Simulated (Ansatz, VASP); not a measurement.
Two plane-wave programs on ScBi3

```
CELL_PARAMETERS angstrom
-2.31509 2.31509 5.41066
2.31509 -2.31509 5.41066
2.31509 2.31509 -5.41066
ATOMIC_POSITIONS crystal
Sc 0.00000 0.00000 0.00000
Bi 0.75000 0.25000 0.50000
Bi 0.25000 0.75000 0.50000
Bi 0.50000 0.50000 0.00000
```

Alike in both runs: task single point; functional PBE; k mesh 4 × 4 × 4; occupations gaussian, width 0.1 eV; no spin polarisation.

|  | VASP | Ansatz |
| --- | --- | --- |
| version | VASP 6.6.1 | Ansatz 0.2.0 |
| potentials or method | VASP PAW PBE potentials, release 64 (Sc_sv, Bi_d), cutoff 520 eV | scalar-relativistic, plane waves, PAW |
| valence electrons in the cell | 56 | 56 |

```tsv
	VASP	Ansatz	Ansatz less VASP
gap on the k mesh at the Fermi level (eV)	none	none	-
pressure (GPa)	-0.2	-0.1	+0.04
traceless stress, the component that is largest in VASP (GPa)	0.40	0.41	+0.012
```

A gap of «none» marks a metal or a gap that the smearing closes.

The k mesh is coarse, so the values compare programs but aren't converged. Neither program's run includes spin-orbit coupling.
